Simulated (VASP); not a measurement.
# BaF2 (Fm-3m) in VASP: a series of runs

The runs below take BaF2 through single point, relaxation of cell and atoms, with PBE+D4, PBE.

Everything below comes from runs of VASP 6.6.1. Logs are shortened: lines on timing, memory, paths and dates and some standing lists are left out, and cuts for length are marked.

### 1 The cell of the first run

The structure is cubic, space group Fm-3m (No. 225). The conventional cell has a = 6.212 Å, b = 6.212 Å, c = 6.212 Å, α = 90.00°, β = 90.00°, γ = 90.00°. Within 3.5 Å of Ba (site symmetry m-3m) lie 8 F at 2.69 Å. Within 3.5 Å of F (site symmetry -43m) lie 4 Ba at 2.69 Å and 6 F at 3.11 Å.

### 2 Single point, PBE+D4

INCAR

```
PREC = Accurate
ENCUT = 1350
EDIFF = 1E-6
ISMEAR = 0
SIGMA = 0.01
LREAL = F
LASPH = T
NELM = 120
ALGO = Normal
ISIF = 2
LWAVE = F
LCHARG = F
GGA = PE
IVDW = 13
NBANDS = 19
GGA_COMPAT = F
```

KPOINTS

```
regular mesh
0
Gamma
  5 5 5
```

POSCAR

```
BaF2
1.0
    0.0000000000      3.1057544629      3.1057544629
    3.1057544629      0.0000000000      3.1057544629
    3.1057544629      3.1057544629      0.0000000000
Ba F
1 2
Direct
    0.0000000000      0.0000000000      0.0000000000
    0.2500000000      0.2500000000      0.2500000000
    0.7500000000      0.7500000000      0.7500000000
```

Potentials or basis: VASP PAW PBE potentials, release 64 (Ba_sv, F_h).

Run with:

```console
> cat potpaw_PBE.64/Ba_sv/POTCAR potpaw_PBE.64/F_h/POTCAR > POTCAR
> mpirun -np 1 vasp_std > vasp.out
```

OUTCAR:

```text
PREC = Accurate
   ENCUT = 1350
   EDIFF = 1E-6
   ISMEAR = 0
   LREAL = F
   LASPH = T
   NELM = 120
   ISIF = 2
   GGA = PE
   IVDW = 13

 ion  position               nearest neighbor table
   1  0.000  0.000  0.000-   3 2.69   3 2.69   3 2.69   2 2.69   2 2.69   2 2.69   3 2.69   2 2.69

   2  0.250  0.250  0.250-   1 2.69   1 2.69   1 2.69   1 2.69
   3  0.750  0.750  0.750-   1 2.69   1 2.69   1 2.69   1 2.69

  LATTYP: Found a face centered cubic cell.
 ALAT       =     6.2115089258

  Lattice vectors:

 A1 = (   0.0000000000,   3.1057544629,   3.1057544629)
 A2 = (   3.1057544629,   0.0000000000,   3.1057544629)
 A3 = (   3.1057544629,   3.1057544629,   0.0000000000)

Analysis of symmetry for initial positions (statically):
=====================================================================
 Subroutine PRICEL returns:
 Original cell was already a primitive cell.

 Routine SETGRP: Setting up the symmetry group for a
 face centered cubic supercell.

 Subroutine GETGRP returns: Found 48 space group operations
 (whereof 48 operations were pure point group operations)
 out of a pool of 48 trial point group operations.

The static configuration has the point symmetry O_h .

Analysis of symmetry for dynamics (positions and initial velocities):
=====================================================================
 Subroutine PRICEL returns:
 Original cell was already a primitive cell.

 Routine SETGRP: Setting up the symmetry group for a
 face centered cubic supercell.

 Subroutine GETGRP returns: Found 48 space group operations
 (whereof 48 operations were pure point group operations)
 out of a pool of 48 trial point group operations.

The dynamic configuration has the point symmetry O_h .

 Subroutine INISYM returns: Found 48 space group operations
 (whereof 48 operations are pure point group operations),
 and found     1 'primitive' translations

----------------------------------------------------------------------------------------

                                     Primitive cell

  volume of cell :      59.9144

  direct lattice vectors                    reciprocal lattice vectors
     0.000000000  3.105754463  3.105754463    -0.160991478  0.160991478  0.160991478
     3.105754463  0.000000000  3.105754463     0.160991478 -0.160991478  0.160991478
     3.105754463  3.105754463  0.000000000     0.160991478  0.160991478 -0.160991478

  length of vectors
     4.392200083  4.392200083  4.392200083     0.278845419  0.278845419  0.278845419

  position of ions in fractional coordinates (direct lattice)
     0.000000000  0.000000000  0.000000000
     0.250000000  0.250000000  0.250000000
     0.750000000  0.750000000  0.750000000

  ion indices of the primitive-cell ions
   primitive index   ion index
                 1           1
                 2           2
                 3           3

----------------------------------------------------------------------------------------

 KPOINTS: regular mesh

Automatic generation of k-mesh.
 Grid dimensions read from file:
 generate k-points for:    5    5    5

 Generating k-lattice:

  Cartesian coordinates                     Fractional coordinates (reciprocal lattice)
    -0.032198296  0.032198296  0.032198296     0.200000000  0.000000000  0.000000000
     0.032198296 -0.032198296  0.032198296     0.000000000  0.200000000  0.000000000
     0.032198296  0.032198296 -0.032198296     0.000000000  0.000000000  0.200000000

  Length of vectors
     0.055769084  0.055769084  0.055769084

  Shift w.r.t. Gamma in fractional coordinates (k-lattice)
     0.000000000  0.000000000  0.000000000

 Subroutine IBZKPT returns following result:
 ===========================================

 Found     10 irreducible k-points:

 Following reciprocal coordinates:
            Coordinates               Weight
  0.000000  0.000000  0.000000      1.000000
  0.200000  0.000000  0.000000      8.000000
  0.400000  0.000000  0.000000      8.000000
  0.200000  0.200000  0.000000      6.000000
  0.400000  0.200000  0.000000     24.000000
 -0.400000  0.200000  0.000000     24.000000
 -0.200000  0.200000  0.000000     12.000000
  0.400000  0.400000  0.000000      6.000000
 -0.400000  0.400000  0.000000     12.000000
 -0.400000  0.400000  0.200000     24.000000
   k-points           NKPTS =     10   k-points in BZ     NKDIM =     10   number of bands    NBANDS=     19
   number of dos      NEDOS =    301   number of ions     NIONS =      3
   total plane-waves  NPLWV = 157464
   dimension x,y,z NGX =    54 NGY =   54 NGZ =   54
   dimension x,y,z NGXF=   108 NGYF=  108 NGZF=  108
   ions per type =               1   2
   NGX,Y,Z   is equivalent  to a cutoff of  20.44, 20.44, 20.44 a.u.
   NGXF,Y,Z  is equivalent  to a cutoff of  40.88, 40.88, 40.88 a.u.
 SYSTEM =  unknown system
   PREC   = accura    normal or accurate (medium, high low for compatibility)
   ISTART =      0    job   : 0-new  1-cont  2-samecut
   ICHARG =      2    charge: 1-file 2-atom 10-const
   ISPIN  =      1    spin polarized calculation?
   LNONCOLLINEAR =      F non collinear calculations
   LSORBIT =      F    spin-orbit coupling
   LASPH  =      T    aspherical Exc in radial PAW
   ENCUT  = 1350.0 eV  99.22 Ry    9.96 a.u.  13.16 13.16 13.16*2*pi/ulx,y,z
   NELM   =    120;   NELMIN=  2; NELMDL= -5     # of ELM steps
   EDIFF  = 0.1E-05   stopping-criterion for ELM
   LREAL  =      F    real-space projection
   EDIFFG = 0.1E-04   stopping-criterion for IOM
   NSW    =      0    number of steps for IOM
   IBRION =     -1    ionic relax: 0-MD 1-quasi-New 2-CG
   NFREE  =      0    steps in history (QN), initial steepest desc. (CG)
   ISIF   =      2    stress and relaxation
   ISYM   =      2    0-nonsym 1-usesym 2-fastsym
   POTIM  = 0.5000    time-step for ionic-motion
   TEBEG  =    0.0;   TEEND  =   0.0 temperature during run
   PSTRESS=    0.0 pullay stress
   NELECT =      24.0000    total number of electrons
   NUPDOWN=      -1.0000    fix difference up-down
   EMIN   =  10.00;   EMAX   =-10.00  energy-range for DOS
   EFERMI =   0.00;   METHOD = LEGACY
   ISMEAR =     0;   SIGMA  =   0.01  broadening in eV -4-tet -1-fermi 0-gaus
   EFERMI_NEDOS =   21; number of points for ismear=-14 and -15
   IALGO  =     38    algorithm
   IMIX   =      4    mixing-type and parameters
     AMIX     =   0.40;   BMIX     =  1.00
     AMIX_MAG =   1.60;   BMIX_MAG =  1.00
  volume/ion in A,a.u.               =      19.97       134.77
  Fermi-wavevector in a.u.,A,eV,Ry     =   1.206799  2.280519 19.815019  1.456363
  Thomas-Fermi vector in A             =   2.342455
   LORBIT       =      0    0 simple, 1 ext, 2 COOP (PROOUT), +10 PAW based schemes
   GGA     = PE    functional components
   LHFCALC =     F    Hartree Fock is set to
   AEXX    =    0.0000 exact exchange contribution
   IVDW    =    13    specifies the selected vdW correction
   LEPSILON=     F    determine dielectric tensor
   LRPA    =     F    only Hartree local field effects (RPA)
 non-spin polarized calculation
 Gauss-broadening in eV      SIGMA  =   0.01
  energy-cutoff  :     1350.00
  volume of cell :       59.91
 maximum number of plane-waves:      6763
 NGX is ok and might be reduce to    54
   NGX = 27   NGY = 27   NGZ = 27

 number of electron      23.9999998 magnetization

 Free energy of the ion-electron system (eV)
  ---------------------------------------------------
  ext. energy  EPLUGINS =         0.00000000
  ---------------------------------------------------
  free energy    TOTEN  =       -17.12920996 eV

  energy without entropy =      -17.12920996  energy(sigma->0) =      -17.12920996

 E-fermi :  -1.7332     XC(G=0):  -8.6737

 val. band max:       -1.8063839076   @ k =  -0.2000   0.2000   0.0000
 cond. band min:       4.9393442975   @ k =   0.0000   0.0000   0.0000
 fundamental gap:      6.7457282052
 Fermi energy:        -1.7332468497

 k-point     1 :       0.0000    0.0000    0.0000
  band No.  band energies     occupation
      1     -24.9153      2.00000
      2     -20.7300      2.00000
      3     -20.6884      2.00000
      4      -9.7634      2.00000
      5      -9.7634      2.00000
      6      -9.7634      2.00000
[... 11 lines left out ...]
     18       9.5377      0.00000
     19      13.6063      0.00000

 k-point     2 :       0.2000    0.0000    0.0000
  band No.  band energies     occupation
      1     -24.8475      2.00000
      2     -20.7853      2.00000
      3     -20.7531      2.00000
      4      -9.8259      2.00000
      5      -9.8186      2.00000
      6      -9.8186      2.00000
[... 11 lines left out ...]
     18       9.5770      0.00000
     19      12.2849      0.00000

 k-point     3 :       0.4000    0.0000    0.0000
  band No.  band energies     occupation
      1     -24.7303      2.00000
      2     -20.9402      2.00000
      3     -20.8003      2.00000
      4      -9.9095      2.00000
      5      -9.9039      2.00000
      6      -9.9039      2.00000
[... 11 lines left out ...]
     18       9.6997      0.00000
     19      11.7763      0.00000

 k-point     4 :       0.2000    0.2000    0.0000
  band No.  band energies     occupation
      1     -24.8245      2.00000
      2     -20.8054      2.00000
      3     -20.7727      2.00000
      4      -9.9023      2.00000
      5      -9.9023      2.00000
      6      -9.7144      2.00000
[... 11 lines left out ...]
     18       9.6853      0.00000
     19      13.6679      0.00000

 k-point     5 :       0.4000    0.2000    0.0000
  band No.  band energies     occupation
      1     -24.7219      2.00000
      2     -20.9226      2.00000
      3     -20.8316      2.00000
      4      -9.9957      2.00000
      5      -9.9943      2.00000
      6      -9.7514      2.00000
[... 11 lines left out ...]
     18      10.0407      0.00000
     19      12.1978      0.00000

 k-point     6 :      -0.4000    0.2000    0.0000
  band No.  band energies     occupation
      1     -24.6806      2.00000
      2     -20.9553      2.00000
      3     -20.8694      2.00000
      4      -9.9810      2.00000
      5      -9.9715      2.00000
      6      -9.8717      2.00000
[... 11 lines left out ...]
     18      10.5818      0.00000
     19      12.0799      0.00000

 k-point     7 :      -0.2000    0.2000    0.0000
  band No.  band energies     occupation
      1     -24.7616      2.00000
      2     -20.8631      2.00000
      3     -20.8241      2.00000
      4      -9.9165      2.00000
      5      -9.8792      2.00000
      6      -9.8640      2.00000
[... 11 lines left out ...]
     18      10.0163      0.00000
     19      12.2963      0.00000

 k-point     8 :       0.4000    0.4000    0.0000
  band No.  band energies     occupation
      1     -24.6657      2.00000
      2     -21.0060      2.00000
      3     -20.8405      2.00000
      4     -10.1111      2.00000
      5     -10.1111      2.00000
      6      -9.6246      2.00000
[... 11 lines left out ...]
     18      10.0198      0.00000
     19      13.3287      0.00000

 k-point     9 :      -0.4000    0.4000    0.0000
  band No.  band energies     occupation
      1     -24.6395      2.00000
      2     -21.0073      2.00000
      3     -20.8841      2.00000
      4     -10.1025      2.00000
      5     -10.0977      2.00000
      6      -9.7006      2.00000
[... 11 lines left out ...]
     18      12.2627      0.00000
     19      12.4366      0.00000

 k-point    10 :      -0.4000    0.4000    0.2000
  band No.  band energies     occupation
      1     -24.6555      2.00000
      2     -20.9606      2.00000
      3     -20.9054      2.00000
      4     -10.1182      2.00000
      5      -9.9512      2.00000
      6      -9.8057      2.00000
[... 11 lines left out ...]
     18      11.4231      0.00000
     19      12.8017      0.00000

------------------------ aborting loop because EDIFF is reached ----------------------------------------

  DFT-D4 for vdW energy calculation

  Edisp (eV):   -0.34899

  FORCE on cell =-STRESS in cart. coord.  units (eV):
  Direction    XX          YY          ZZ          XY          YZ          ZX
  --------------------------------------------------------------------------------------
  -------------------------------------------------------------------------------------
  Total       0.34605     0.34605     0.34605     0.00000    -0.00000     0.00000
  in kB       9.25370     9.25370     9.25370     0.00000    -0.00000     0.00000
  external pressure =        9.25 kB  Pullay stress =        0.00 kB

 VOLUME and BASIS-vectors are now :
 -----------------------------------------------------------------------------
  energy-cutoff  :     1350.00
  volume of cell :       59.91
      direct lattice vectors                 reciprocal lattice vectors
     0.000000000  3.105754463  3.105754463    -0.160991478  0.160991478  0.160991478
     3.105754463  0.000000000  3.105754463     0.160991478 -0.160991478  0.160991478
     3.105754463  3.105754463  0.000000000     0.160991478  0.160991478 -0.160991478

 POSITION                                       TOTAL-FORCE (eV/Angst)
 -----------------------------------------------------------------------------------
      0.00000      0.00000      0.00000        -0.000000     -0.000000     -0.000000
      1.55288      1.55288      1.55288        -0.000000     -0.000000      0.000000
      4.65863      4.65863      4.65863         0.000000      0.000000      0.000000
 -----------------------------------------------------------------------------------
    total drift:                                0.000000      0.000000      0.000000

  FREE ENERGIE OF THE ION-ELECTRON SYSTEM (eV)
  ---------------------------------------------------
  free  energy   TOTEN  =       -17.4781953569 eV

  energy  without entropy=      -17.4781953569  energy(sigma->0) =      -17.47819536
```

It took 53 s on 1 thread of Intel Xeon Platinum 8259CL at 2.50GHz (Skylake/Cascade Lake), shared host; peak memory 0.4 GiB.

Results:

* Free energy: -17.4782 eV
* Pressure: 0.9 GPa
* Band gap on the k mesh: 6.75 eV (least direct gap 6.82 eV)
* Dispersion energy per atom: -0.116 eV

Caveat: spin-orbit coupling is left out, which moves the levels of the heavy elements; an odd mesh through Γ misses points on the zone boundary, where band edges can lie.

### 3 Relaxation of cell and atoms, PBE

This run uses another cell than the first one, of 19.86 Å³/atom.

INCAR

```
  PREC = Accurate
  ENCUT = 1350
  EDIFF = 1E-7
  ISMEAR = 0
  SIGMA = 0.01
  LREAL = False
  LASPH = True
  NELM = 120
  ALGO = Normal
  ISIF = 3
  LWAVE = False
  LCHARG = False
  GGA = PE
  IBRION = 2
  NSW = 80
  EDIFFG = -0.01
  GGA_COMPAT = False
  NELMIN = 4
```

KPOINTS

```
Automatic mesh
0
Gamma
  5 5 5
```

POSCAR

```
BaF2
1.0
    0.0000000000      3.1000500000      3.1000500000
    3.1000500000      0.0000000000      3.1000500000
    3.1000500000      3.1000500000      0.0000000000
Ba F
1 2
Direct
    0.0000000000      0.0000000000      0.0000000000
    0.2500000000      0.2500000000      0.2500000000
    0.7500000000      0.7500000000      0.7500000000
```

Potentials or basis: VASP PAW PBE potentials, release 64 (Ba_sv, F_h).

Run with:

```console
> cat potpaw_PBE.64/Ba_sv/POTCAR potpaw_PBE.64/F_h/POTCAR > POTCAR
> mpirun -np 1 vasp_std > vasp.out
```

Wall time 2.1 min (1 thread of Intel Xeon Platinum 8259CL at 2.50GHz (Skylake/Cascade Lake), shared host); peak memory 0.46 GiB.

The run converged. Its results:

| Item | Value |
| --- | --- |
| Free energy | -17.1396 eV |
| Relaxed volume | 20.61 Å³/atom |
| Relaxed cell | a = 4.439 Å, b = 4.439 Å, c = 4.439 Å, α = 60.00°, β = 60.00°, γ = 60.00° |
| Space group after relaxing (to 0.1 Å) | Fm-3m (No. 225) |
| Energy gained by relaxing | 5.1 meV/atom |
| Ionic steps | 3 |
| Pressure after relaxing | 0.0 GPa |
| Band gap on the k mesh | 6.61 eV (least direct gap 6.67 eV) |

The path:
```csv
step,energy change (eV),largest force (eV/Å),pressure (GPa),volume (Å³)
1,0.0000,0.0000,2.23,59.58
2,-0.0152,0.0000,-0.15,62.01
3,-0.0153,0.0000,0.00,61.84
```

Final structure:
```
Ba F
1.0
     0.00000    3.13860    3.13860
     3.13860    0.00000    3.13860
     3.13860    3.13860    0.00000
Ba F
1 2
Direct
  0.00000 0.00000 0.00000
  0.25000 0.25000 0.25000
  0.75000 0.75000 0.75000
```

Levels at points of the mesh, in eV from the valence-band top:
```
           k point  band 8  band 9  band 10  band 11  band 12  band 13  band 14  band 15  band 16
(0.00, 0.00, 0.00)   -1.39   -1.39    -0.06    -0.06    -0.06     6.61     9.04     9.04    11.09
```

Caveat: spin-orbit coupling is left out, which moves the levels of the heavy elements; an odd mesh through Γ misses points on the zone boundary, where band edges can lie.
